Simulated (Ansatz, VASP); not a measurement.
**Two plane-wave programs on Pt**

The input INCAR:

```
PREC     = Accurate       # precision mode
ENCUT    = 520            # plane-wave cutoff, eV
EDIFF    = 1E-6           # SCF threshold, eV
ISMEAR   = 0              # smearing method
SIGMA    = 0.15           # smearing width, eV
LREAL    = F              # projectors in reciprocal space
LASPH    = T              # aspherical terms in the spheres
NELM     = 100            # most SCF steps
ALGO     = Fast           # electronic algorithm
ISIF     = 2              # what is computed and relaxed
LWAVE    = F              # write WAVECAR
LCHARG   = F              # write CHGCAR
GGA      = CA             # functional
NBANDS   = 11             # bands
```

File KPOINTS:

```
Automatic mesh
0
Gamma
  20 20 20
```

Contents of POSCAR:

```
Pt
1.0
    0.0000000000      1.9468328700      1.9127632948
    1.8932949661      0.0000000000      1.9127632948
    1.8932949661      1.9468328700      0.0000000000
Pt
1
Direct
    0.0000000000      0.0000000000      0.0000000000
```

Input for Ansatz:

```yaml
crystal:
  lattice:
    - [0.0, 1.94683287, 1.9127632948]
    - [1.8932949661, 0.0, 1.9127632948]
    - [1.8932949661, 1.94683287, 0.0]
  atoms:
    - { symbol: Pt, position: [0.0, 0.0, 0.0] }
basis:
  ecutwfc: 420
kpoints:
  mp_grid: { grid: [20, 20, 20] }
hamiltonian:
  xc: lda
scf:
  occupations: { method: gaussian, width: 0.15 }
output:
  forces: true
  stress: true
  eigenvalues: true
```

Change from the starting cell: normal strain along x -0.0275, normal strain along z -0.0175.

Alike in both runs: task single point; functional LDA; k mesh 20 × 20 × 20; occupations gaussian, width 0.15 eV; no spin polarisation.

```csv
,VASP,Ansatz
version,VASP 6.6.1,Ansatz 0.2.0
potentials or method,"VASP PAW LDA potentials, release 64 (Pt), cutoff 520 eV","scalar-relativistic, plane waves, PAW"
valence electrons in the cell,10,18
```

VASP gave:

| Item | Value |
| --- | --- |
| gap on the k mesh at the Fermi level (eV) | none |
| pressure (GPa) | 17.1 |
| traceless stress, the component that is largest in VASP (GPa) | -2.18 |

Q: Estimate Ansatz's values.

A: gap on the k mesh at the Fermi level (eV): none; pressure (GPa): 16.0; traceless stress, the component that is largest in VASP (GPa): -2.18.

LDA's correlation is that of Perdew and Zunger in VASP and of Perdew and Wang (1992) in Ansatz. A gap of «none» marks a metal or a gap that the smearing closes. VASP's potentials hold 10 valence electrons a cell and Ansatz's 18, so a difference there can come from the potentials and not from the codes.

Spin-orbit coupling is off throughout.
